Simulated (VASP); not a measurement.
# YbRu3 (Pm-3m) in VASP: further runs

YbRu3 is run at these levels: PBE; tasks: single point.

Program: VASP 6.6.1. These are calculated values, not measurements. Logs are shortened: lines on timing, memory, paths and dates and some standing lists are left out, and cuts for length are marked.

### Step 1. The cell of the first run

Symmetry: Pm-3m, No. 221, cubic system. Conventional cell: a = 4.001 Å, b = 4.001 Å, c = 4.001 Å, α = 90.00°, β = 90.00°, γ = 90.00°. Yb (site symmetry m-3m) has 12 Ru at 2.83 Å within 3.7 Å. Ru (site symmetry 4/mmm) has 4 Yb at 2.83 Å and 8 Ru at 2.83 Å within 3.7 Å.

### Step 2. Single point, PBE

The input, INCAR:

```
PREC = Accurate
ENCUT = 520
EDIFF = 1E-6
ISMEAR = 0
SIGMA = 0.05
LREAL = False
LASPH = True
NELM = 100
ALGO = Normal
ISIF = 2
LWAVE = False
LCHARG = False
GGA = PE
NBANDS = 41
```

The input, KPOINTS:

```
regular mesh
0
Gamma
  8 8 8
```

The input, POSCAR:

```
YbRu3
1.0
    4.0014744057      0.0000000000      0.0000000000
    0.0000000000      4.0014744057      0.0000000000
    0.0000000000      0.0000000000      4.0014744057
Yb Ru
1 3
Direct
    0.0000000000      0.0000000000      0.0000000000
    0.0000000000      0.5000000000      0.5000000000
    0.5000000000      0.5000000000      0.0000000000
    0.5000000000      0.0000000000      0.5000000000
```

Potentials or basis: VASP PAW PBE potentials, release 64 (Yb, Ru_pv).

Run with:

```sh
> cat potpaw_PBE.64/Yb/POTCAR potpaw_PBE.64/Ru_pv/POTCAR > POTCAR
> mpirun -np 1 vasp_std > vasp.out
```

OUTCAR:

```text
PREC = Accurate
   ENCUT = 520
   EDIFF = 1E-6
   ISMEAR = 0
   LREAL = False
   LASPH = True
   NELM = 100
   ISIF = 2
   GGA = PE

 ion  position               nearest neighbor table
   1  0.000  0.000  0.000-   2 2.83   3 2.83   4 2.83   2 2.83   4 2.83   2 2.83   3 2.83   2 2.83
                             3 2.83   4 2.83   4 2.83   3 2.83
   2  0.000  0.500  0.500-   1 2.83   3 2.83   4 2.83   1 2.83   3 2.83   1 2.83   4 2.83   1 2.83
                             3 2.83   4 2.83   3 2.83   4 2.83
   3  0.500  0.500  0.000-   1 2.83   2 2.83   4 2.83   2 2.83   4 2.83   1 2.83   4 2.83   4 2.83
                             1 2.83   2 2.83   2 2.83   1 2.83
   4  0.500  0.000  0.500-   1 2.83   2 2.83   3 2.83   1 2.83   3 2.83   2 2.83   3 2.83   3 2.83
                             1 2.83   2 2.83   1 2.83   2 2.83

  LATTYP: Found a simple cubic cell.
 ALAT       =     4.0014744057

  Lattice vectors:

 A1 = (   4.0014744057,   0.0000000000,   0.0000000000)
 A2 = (   0.0000000000,   4.0014744057,   0.0000000000)
 A3 = (   0.0000000000,   0.0000000000,   4.0014744057)

Analysis of symmetry for initial positions (statically):
=====================================================================
 Subroutine PRICEL returns:
 Original cell was already a primitive cell.

 Routine SETGRP: Setting up the symmetry group for a
 simple cubic supercell.

 Subroutine GETGRP returns: Found 48 space group operations
 (whereof 48 operations were pure point group operations)
 out of a pool of 48 trial point group operations.

The static configuration has the point symmetry O_h .

Analysis of symmetry for dynamics (positions and initial velocities):
=====================================================================
 Subroutine PRICEL returns:
 Original cell was already a primitive cell.

 Routine SETGRP: Setting up the symmetry group for a
 simple cubic supercell.

 Subroutine GETGRP returns: Found 48 space group operations
 (whereof 48 operations were pure point group operations)
 out of a pool of 48 trial point group operations.

The dynamic configuration has the point symmetry O_h .

 Subroutine INISYM returns: Found 48 space group operations
 (whereof 48 operations are pure point group operations),
 and found     1 'primitive' translations

----------------------------------------------------------------------------------------

                                     Primitive cell

  volume of cell :      64.0708

  direct lattice vectors                    reciprocal lattice vectors
     4.001474406  0.000000000  0.000000000     0.249907884  0.000000000  0.000000000
     0.000000000  4.001474406  0.000000000     0.000000000  0.249907884  0.000000000
     0.000000000  0.000000000  4.001474406     0.000000000  0.000000000  0.249907884

  length of vectors
     4.001474406  4.001474406  4.001474406     0.249907884  0.249907884  0.249907884

  position of ions in fractional coordinates (direct lattice)
     0.000000000  0.000000000  0.000000000
     0.000000000  0.500000000  0.500000000
     0.500000000  0.500000000  0.000000000
     0.500000000  0.000000000  0.500000000

  ion indices of the primitive-cell ions
   primitive index   ion index
                 1           1
                 2           2
                 3           3
                 4           4

----------------------------------------------------------------------------------------

 KPOINTS: regular mesh

Automatic generation of k-mesh.
 Grid dimensions read from file:
 generate k-points for:    8    8    8

 Generating k-lattice:

  Cartesian coordinates                     Fractional coordinates (reciprocal lattice)
     0.031238485  0.000000000  0.000000000     0.125000000  0.000000000  0.000000000
     0.000000000  0.031238485  0.000000000     0.000000000  0.125000000  0.000000000
     0.000000000  0.000000000  0.031238485     0.000000000  0.000000000  0.125000000

  Length of vectors
     0.031238485  0.031238485  0.031238485

  Shift w.r.t. Gamma in fractional coordinates (k-lattice)
     0.000000000  0.000000000  0.000000000

 Subroutine IBZKPT returns following result:
 ===========================================

 Found     35 irreducible k-points:

 Following reciprocal coordinates:
            Coordinates               Weight
  0.000000  0.000000  0.000000      1.000000
  0.125000  0.000000  0.000000      6.000000
  0.250000  0.000000  0.000000      6.000000
  0.375000  0.000000  0.000000      6.000000
  0.500000  0.000000  0.000000      3.000000
  0.125000  0.125000  0.000000     12.000000
[... 16 lines left out ...]
  0.375000  0.375000  0.125000     24.000000
  0.500000  0.375000  0.125000     24.000000
 [... further k-points ...]
   k-points           NKPTS =     35   k-points in BZ     NKDIM =     35   number of bands    NBANDS=     41
   number of dos      NEDOS =    301   number of ions     NIONS =      4
   total plane-waves  NPLWV =  27000
   dimension x,y,z NGX =    30 NGY =   30 NGZ =   30
   dimension x,y,z NGXF=    60 NGYF=   60 NGZF=   60
   ions per type =               1   3
   NGX,Y,Z   is equivalent  to a cutoff of  12.46, 12.46, 12.46 a.u.
   NGXF,Y,Z  is equivalent  to a cutoff of  24.93, 24.93, 24.93 a.u.
 SYSTEM =  unknown system
   PREC   = accura    normal or accurate (medium, high low for compatibility)
   ISTART =      0    job   : 0-new  1-cont  2-samecut
   ICHARG =      2    charge: 1-file 2-atom 10-const
   ISPIN  =      1    spin polarized calculation?
   LNONCOLLINEAR =      F non collinear calculations
   LSORBIT =      F    spin-orbit coupling
   LASPH  =      T    aspherical Exc in radial PAW
   ENCUT  =  520.0 eV  38.22 Ry    6.18 a.u.   7.44  7.44  7.44*2*pi/ulx,y,z
   NELM   =    100;   NELMIN=  2; NELMDL= -5     # of ELM steps
   EDIFF  = 0.1E-05   stopping-criterion for ELM
   LREAL  =      F    real-space projection
   EDIFFG = 0.1E-04   stopping-criterion for IOM
   NSW    =      0    number of steps for IOM
   IBRION =     -1    ionic relax: 0-MD 1-quasi-New 2-CG
   NFREE  =      0    steps in history (QN), initial steepest desc. (CG)
   ISIF   =      2    stress and relaxation
   ISYM   =      2    0-nonsym 1-usesym 2-fastsym
   POTIM  = 0.5000    time-step for ionic-motion
   TEBEG  =    0.0;   TEEND  =   0.0 temperature during run
   PSTRESS=    0.0 pullay stress
   NELECT =      66.0000    total number of electrons
   NUPDOWN=      -1.0000    fix difference up-down
   EMIN   =  10.00;   EMAX   =-10.00  energy-range for DOS
   EFERMI =   0.00;   METHOD = LEGACY
   ISMEAR =     0;   SIGMA  =   0.05  broadening in eV -4-tet -1-fermi 0-gaus
   EFERMI_NEDOS =   21; number of points for ismear=-14 and -15
   IALGO  =     38    algorithm
   IMIX   =      4    mixing-type and parameters
     AMIX     =   0.40;   BMIX     =  1.00
     AMIX_MAG =   1.60;   BMIX_MAG =  1.00
  volume/ion in A,a.u.               =      16.02       108.09
  Fermi-wavevector in a.u.,A,eV,Ry     =   1.653368  3.124412 37.193220  2.733625
  Thomas-Fermi vector in A             =   2.741818
   LORBIT       =      0    0 simple, 1 ext, 2 COOP (PROOUT), +10 PAW based schemes
   GGA     = PE    functional components
   LHFCALC =     F    Hartree Fock is set to
   AEXX    =    0.0000 exact exchange contribution
   IVDW    =     0    specifies the selected vdW correction
   LEPSILON=     F    determine dielectric tensor
   LRPA    =     F    only Hartree local field effects (RPA)
 non-spin polarized calculation
 Gauss-broadening in eV      SIGMA  =   0.05
  energy-cutoff  :      520.00
  volume of cell :       64.07
 maximum number of plane-waves:      1751
 NGX is ok and might be reduce to    30
   NGX = 15   NGY = 15   NGZ = 15

 number of electron      66.0000035 magnetization

 Free energy of the ion-electron system (eV)
  ---------------------------------------------------
  ext. energy  EPLUGINS =         0.00000000
  ---------------------------------------------------
  free energy    TOTEN  =       -29.90582875 eV

  energy without entropy =      -29.89252672  energy(sigma->0) =      -29.89917773

 E-fermi :   8.5112     XC(G=0): -13.2513

 val. band max:        8.5081702494   @ k =   0.5000   0.5000   0.2500
 cond. band min:       8.5134419997   @ k =   0.5000   0.1250   0.1250
 fundamental gap:      0.0052717503
 Fermi energy:         8.5112089694

 k-point     1 :       0.0000    0.0000    0.0000
  band No.  band energies     occupation
      1     -42.4035      2.00000
      2     -33.9644      2.00000
      3     -33.9644      2.00000
      4     -33.9644      2.00000
      5     -33.6659      2.00000
      6     -33.6659      2.00000
[... 33 lines left out ...]
     40      14.5840      0.00000
     41      14.5840      0.00000

 k-point     2 :       0.1250    0.0000    0.0000
  band No.  band energies     occupation
      1     -42.4037      2.00000
      2     -33.9554      2.00000
      3     -33.9554      2.00000
      4     -33.9489      2.00000
      5     -33.6688      2.00000
      6     -33.6688      2.00000
[... 33 lines left out ...]
     40      14.4170      0.00000
     41      14.8826      0.00000

 k-point     3 :       0.2500    0.0000    0.0000
  band No.  band energies     occupation
      1     -42.4044      2.00000
      2     -33.9314      2.00000
      3     -33.9314      2.00000
      4     -33.9046      2.00000
      5     -33.6784      2.00000
      6     -33.6784      2.00000
[... 33 lines left out ...]
     40      14.0183      0.00000
     41      14.8356      0.00000

 k-point     4 :       0.3750    0.0000    0.0000
  band No.  band energies     occupation
      1     -42.4051      2.00000
      2     -33.9025      2.00000
      3     -33.9025      2.00000
      4     -33.8389      2.00000
      5     -33.6939      2.00000
      6     -33.6939      2.00000
[... 825 lines left out ...]
     40      13.0333      0.00000
     41      14.1746      0.00000

 k-point    23 :       0.3750    0.3750    0.1250
  band No.  band energies     occupation
      1     -42.4036      2.00000
      2     -33.9872      2.00000
      3     -33.8556      2.00000
      4     -33.7903      2.00000
      5     -33.7805      2.00000
      6     -33.7319      2.00000
[... 33 lines left out ...]
     40      13.3665      0.00000
     41      13.6185      0.00000

 k-point    24 :       0.5000    0.3750    0.1250
  band No.  band energies     occupation
      1     -42.4033      2.00000
      2     -33.9900      2.00000
      3     -33.8699      2.00000
      4     -33.7812      2.00000
      5     -33.7769      2.00000
      6     -33.7407      2.00000
[... 33 lines left out ...]
     40      13.2903      0.00000
     41      13.5837      0.00000

 [... further k-points ...]

------------------------ aborting loop because EDIFF is reached ----------------------------------------

  FORCE on cell =-STRESS in cart. coord.  units (eV):
  Direction    XX          YY          ZZ          XY          YZ          ZX
  --------------------------------------------------------------------------------------
  -------------------------------------------------------------------------------------
  Total        0.2209555      0.2209555      0.2209555     -0.0000000      0.0000000     -0.0000000
  in kB        5.5252914      5.5252914      5.5252914     -0.0000000      0.0000000     -0.0000000
  external PRESSURE =       5.5252914 kB  Pullay stress =       0.0000000 kB

 VOLUME and BASIS-vectors are now :
 -----------------------------------------------------------------------------
  energy-cutoff  :      520.00
  volume of cell :       64.07
      direct lattice vectors                 reciprocal lattice vectors
     4.001474406  0.000000000  0.000000000     0.249907884  0.000000000  0.000000000
     0.000000000  4.001474406  0.000000000     0.000000000  0.249907884  0.000000000
     0.000000000  0.000000000  4.001474406     0.000000000  0.000000000  0.249907884

 POSITION                                       TOTAL-FORCE (eV/Angst)
 -----------------------------------------------------------------------------------
      0.00000      0.00000      0.00000         0.000000      0.000000      0.000000
      0.00000      2.00074      2.00074         0.000000      0.000000      0.000000
      2.00074      2.00074      0.00000         0.000000      0.000000      0.000000
      2.00074      0.00000      2.00074         0.000000      0.000000      0.000000
 -----------------------------------------------------------------------------------
    total drift:                                0.000000      0.000000     -0.000000

  FREE ENERGIE OF THE ION-ELECTRON SYSTEM (eV)
  ---------------------------------------------------
  free  energy   TOTEN  =       -29.9058287509 eV

  energy  without entropy=      -29.8925267184  energy(sigma->0) =      -29.89917773
```

Run time: 2.3 min. Hardware: 1 thread of Intel Xeon Platinum 8559C (Emerald Rapids), shared host; peak memory 0.23 GiB.

What came out:

```
Free energy            : -29.9058 eV
Pressure               : 0.6 GPa
Band gap on the k mesh : zero (band 33 reaches 10.05 eV, above the bottom of band 34 at 8.14 eV)
```

Caveat: spin-orbit coupling is left out, which moves the levels of the heavy elements; without U or exact exchange the open f shell lies at the Fermi level, which spoils levels, moments and volumes. Spin polarisation is off, so any magnetic state and its effect on volume and gap are missing.

### Step 3. Single point, PBE

The input, INCAR:

```
SYSTEM = YbRu3
PREC = Accurate
ENCUT = 520
EDIFF = 1E-7
ISMEAR = 0
SIGMA = 0.05
LREAL = .False.
LASPH = .True.
NELM = 100
ALGO = Normal
ISIF = 2
LWAVE = .False.
LCHARG = .False.
GGA = PE
NBANDS = 41
```

The input, KPOINTS:

```
regular mesh
0
Gamma
  8 8 8
  0 0 0
```

POSCAR is that of step 2.

Potentials or basis: VASP PAW PBE potentials, release 64 (Yb, Ru_pv).

Run with:

```sh
> cat potpaw_PBE.64/Yb/POTCAR potpaw_PBE.64/Ru_pv/POTCAR > POTCAR
> mpirun -np 1 vasp_std > vasp.out
```

Wall time 2.3 min (1 thread of Intel Xeon Platinum 8559C (Emerald Rapids), shared host); peak memory 0.23 GiB.

Results (log left out):

```yaml
Free_energy: -29.9058 eV
Pressure: 0.2 GPa
Band_gap_on_the_k_mesh: zero (band 33 reaches 10.05 eV, above the bottom of band 34 at 8.14 eV)
```

Levels at points of the mesh, in eV from the Fermi level:
| k point | band 31 | band 32 | band 33 | band 34 | band 35 | band 36 |
| --- | --- | --- | --- | --- | --- | --- |
| (0.00, 0.00, 0.00) | 0.54 | 0.54 | 1.54 | 1.99 | 1.99 | 1.99 |
| (0.50, 0.00, 0.00) | -0.60 | -0.21 | 0.03 | 0.03 | 0.10 | 0.82 |
| (0.50, 0.50, 0.00) | -0.61 | -0.61 | -0.31 | -0.31 | -0.05 | 0.02 |
| (0.50, 0.50, 0.50) | -0.57 | -0.57 | 1.07 | 1.59 | 1.59 | 1.59 |

Caveat: spin-orbit coupling is left out, which moves the levels of the heavy elements; without U or exact exchange the open f shell lies at the Fermi level, which spoils levels, moments and volumes.
